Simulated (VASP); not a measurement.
Input of a VASP 6.6.1 run:

Contents of INCAR:

```
SYSTEM = KMo2
  PREC = Accurate
  ENCUT = 520
  EDIFF = 1E-6
  ISMEAR = 0
  SIGMA = 0.1
  LREAL = .FALSE.
  LASPH = .TRUE.
  NELM = 80
  ALGO = Normal
  ISIF = 2
  LWAVE = .FALSE.
  LCHARG = .FALSE.
  GGA = PE
  NBANDS = 26
```

File KPOINTS:

```
regular mesh
0
G
  6 6 4
  0 0 0
```

The input POSCAR:

```
KMo2
1.0
    3.2110499998      0.0000000000      0.0000000000
    0.0000000000      3.2110499998      0.0000000000
    0.0000000000      0.0000000000      7.5120349319
K Mo
1 2
Direct
    0.0000000000      0.0000000000      0.0000000000
    0.5000000000      0.0000000000      0.5757820108
    0.0000000000      0.5000000000      0.4242179892
```

Potentials or basis: VASP PAW PBE potentials, release 64 (K_sv, Mo_sv).

The run is started by

```bash
$ cat potpaw_PBE.64/K_sv/POTCAR potpaw_PBE.64/Mo_sv/POTCAR > POTCAR
$ mpirun -np 1 vasp_std > vasp.out
```

(1) Estimate the band gap on the k mesh.

(2) Estimate the largest force.

(3) Estimate the pressure.

Results:

(1) zero (an odd number of electrons rules out a gap without spin polarisation).

(2) 0.043 eV/Å.

(3) 0.3 GPa.

Caveat: the cell differs from its parent crystal (atoms taken out).
